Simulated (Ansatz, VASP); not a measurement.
One calculation of SnS3, two programs

Contents of INCAR:

```
SYSTEM = SnS3
ALGO     = Normal         ! electronic algorithm
EDIFF    = 1E-6           ! SCF threshold, eV
ENCUT    = 520            ! plane-wave cutoff, eV
GGA      = PE             ! functional
ISIF     = 2              ! what is computed and relaxed
ISMEAR   = 0              ! smearing method
LASPH    = .TRUE.         ! aspherical terms in the spheres
LCHARG   = .FALSE.        ! write CHGCAR
LREAL    = .FALSE.        ! projectors in reciprocal space
LWAVE    = .FALSE.        ! write WAVECAR
NBANDS   = 24             ! bands
NELM     = 100            ! most SCF steps
PREC     = Accurate       ! precision mode
SIGMA    = 0.1            ! smearing width, eV
```

Contents of KPOINTS:

```
k-points
0
G
  4 4 4
  0 0 0
```

File POSCAR:

```
SnS3
1.0
    4.3964850900      0.0000000000      0.0000000000
    0.0000000000      4.3964850900      0.0000000000
    0.0000000000      0.0000000000      4.3964850900
Sn S
1 3
Direct
    0.0000000000      0.0000000000      0.0000000000
    0.5000000000      0.5000000000      0.0000000000
    0.0000000000      0.5000000000      0.5000000000
    0.5000000000      0.0000000000      0.5000000000
```

Input for Ansatz:

```yaml
crystal:
  lattice:
    - [4.39648509, 0.0, 0.0]
    - [0.0, 4.39648509, 0.0]
    - [0.0, 0.0, 4.39648509]
  atoms:
    - { symbol: Sn, position: [0.0, 0.0, 0.0] }
    - { symbol: S, position: [0.5, 0.5, 0.0] }
    - { symbol: S, position: [0.0, 0.5, 0.5] }
    - { symbol: S, position: [0.5, 0.0, 0.5] }
basis:
  ecutwfc: 420
kpoints:
  mp_grid: { grid: [4, 4, 4] }
hamiltonian:
  xc: pbe
scf:
  occupations: { method: gaussian, width: 0.1 }
  lower_state_search: "off"
output:
  forces: true
  stress: true
  eigenvalues: true
```

Change from the starting cell: species swapped into the InPt3 type (Pm-3m, No. 221).

Alike in both runs: task single point; functional PBE; k mesh 4 × 4 × 4; occupations gaussian, width 0.1 eV; no spin polarisation.

|  | VASP | Ansatz |
| --- | --- | --- |
| version | VASP 6.6.1 | Ansatz 0.2.0 |
| potentials or method | VASP PAW PBE potentials, release 64 (Sn_d, S), cutoff 520 eV | scalar-relativistic, plane waves, PAW |
| valence electrons in the cell | 32 | 32 |

```csv
,VASP,Ansatz,Ansatz less VASP
gap on the k mesh at the Fermi level (eV),none,none,-
pressure (GPa),-3.7,-3.6,+0.07
```

A gap of «none» marks a metal or a gap that the smearing closes. The functional is the same, so the differences come from potentials, cutoffs and numerics.
